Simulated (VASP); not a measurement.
Write the native input for VASP 6.6.1 that does the following.

```
Task                    : density of states
Functional              : LDA
Potentials or basis     : VASP PAW LDA potentials, release 64 (Ti_sv, B)
Cutoff                  : 520 eV
k mesh                  : 10 × 10 × 8
Occupations             : fermi-dirac, width 0.05 eV
Spin                    : no spin polarisation
Hubbard terms           : Ti d U = 1.0 eV
Dipole correction       : no
k mesh for the DOS      : 15 × 15 × 12
Occupations for the DOS : tetrahedron
Further INCAR settings  : ALGO = Normal; EDIFF = 1e-07
```

Crystal: TiB2.

```
Ti B
1.0
     3.02920    0.00000    0.00000
    -1.51460    2.62336    0.00000
     0.00000    0.00000    3.22840
Ti B
1 2
Cartesian
  0.0000 0.0000 0.0000
  1.5146 0.8745 1.6142
  0.0000 1.7489 1.6142
```

One way to write it, as run:

POSCAR

```
TiB2
1.0
    3.0292000000      0.0000000000      0.0000000000
   -1.5146000000      2.6233641531      0.0000000000
    0.0000000000      0.0000000000      3.2284000000
Ti B
1 2
Direct
    0.0000000000      0.0000000000      0.0000000000
    0.6666666667      0.3333333333      0.5000000000
    0.3333333333      0.6666666667      0.5000000000
```

INCAR.step1

```
SYSTEM = TiB2
  ALGO = Normal
  EDIFF = 1E-7
  ENCUT = 520
  ISIF = 2
  ISMEAR = -1
  LASPH = .True.
  LCHARG = .True.
  LDAU = .True.
  LDAUJ = 0 0
  LDAUL = 2 -1
  LDAUPRINT = 1
  LDAUTYPE = 2
  LDAUU = 1 0
  LMAXMIX = 4
  LREAL = .False.
  LWAVE = .False.
  NBANDS = 16
  NELM = 150
  PREC = Accurate
  SIGMA = 0.05
```

KPOINTS.step1

```
k-points
0
Gamma
  10 10 8
  0 0 0
```

INCAR.step2

```
SYSTEM = TiB2
  ALGO = Normal
  EDIFF = 1E-7
  ENCUT = 520
  ICHARG = 11
  ISIF = 2
  ISMEAR = -5
  LASPH = .True.
  LCHARG = .False.
  LDAU = .True.
  LDAUJ = 0 0
  LDAUL = 2 -1
  LDAUPRINT = 1
  LDAUTYPE = 2
  LDAUU = 1 0
  LMAXMIX = 4
  LORBIT = 11
  LREAL = .False.
  LWAVE = .False.
  NEDOS = 1001
  NELM = 150
  PREC = Accurate
  SIGMA = 0.05
```

KPOINTS.step2

```
k-points
0
Gamma
  15 15 12
  0 0 0
```

Potentials or basis: VASP PAW LDA potentials, release 64 (Ti_sv, B).

The run is started by

```bash
$ cat potpaw_LDA.64/Ti_sv/POTCAR potpaw_LDA.64/B/POTCAR > POTCAR
$ cp INCAR.step1 INCAR
$ cp KPOINTS.step1 KPOINTS
$ mpirun -np 1 vasp_std > vasp.out
$ cp INCAR.step2 INCAR
$ cp KPOINTS.step2 KPOINTS
$ mpirun -np 1 vasp_std > vasp.out
```

It gave:

```yaml
Valence_electrons_inside_the_program's_atomic_spheres: Ti 10.43; B 2.02
```

Caveat: U without spin polarisation on a metal has little footing; the U is typed as a test and isn't derived for this compound.

Run time: 72 s on 1 thread of Intel Xeon 8259CL, with other jobs on the host, peak memory 0.18 GiB.
